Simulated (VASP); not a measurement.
Crystal: KCl.

```
K Cl
1.0
     0.00000    3.13410    3.13410
     3.13410    0.00000    3.13410
     3.13410    3.13410    0.00000
K Cl
1 1
Direct
  0.00000 0.00000 0.00000
  0.50000 0.50000 0.50000
```

```yaml
Program: VASP 6.6.1
Task: relaxation of cell and atoms
Functional: PBE
Potentials_or_basis: VASP PAW PBE potentials, release 64 (K_sv, Cl)
Cutoff: 500 eV
k_mesh: 6 × 6 × 6
Occupations: gaussian, width 0.02 eV
Spin: no spin polarisation
```

At the start: pressure 1.0 GPa; volume 30.78 Å³/atom.

Task: Where does the relaxation end?

Result: Over 4 steps the energy falls by 5.1 meV/atom and the volume is 32.49 Å³/atom (+5.5 %); space group Fm-3m (No. 225, to 0.1 Å) before and after.

The path:
```
step  energy change (eV)  largest force (eV/Å)  pressure (GPa)  volume (Å³)
   1              0.0000                0.0000            1.01        61.57
   2             -0.0079                0.0000            0.45        63.32
   3             -0.0102                0.0000           -0.05        65.18
   4             -0.0102                0.0000            0.00        64.98
```

Final structure:
```cif
data_structure
_symmetry_space_group_name_H-M 'P 1'
_symmetry_Int_Tables_number 1
_cell_length_a 4.5126
_cell_length_b 4.5126
_cell_length_c 4.5126
_cell_angle_alpha 60.000
_cell_angle_beta 60.000
_cell_angle_gamma 60.000
_cell_volume 64.98
loop_
_atom_site_label
_atom_site_type_symbol
_atom_site_fract_x
_atom_site_fract_y
_atom_site_fract_z
_atom_site_occupancy
K1 K 0.00000 0.00000 0.00000 1
Cl1 Cl 0.50000 0.50000 0.50000 1
```
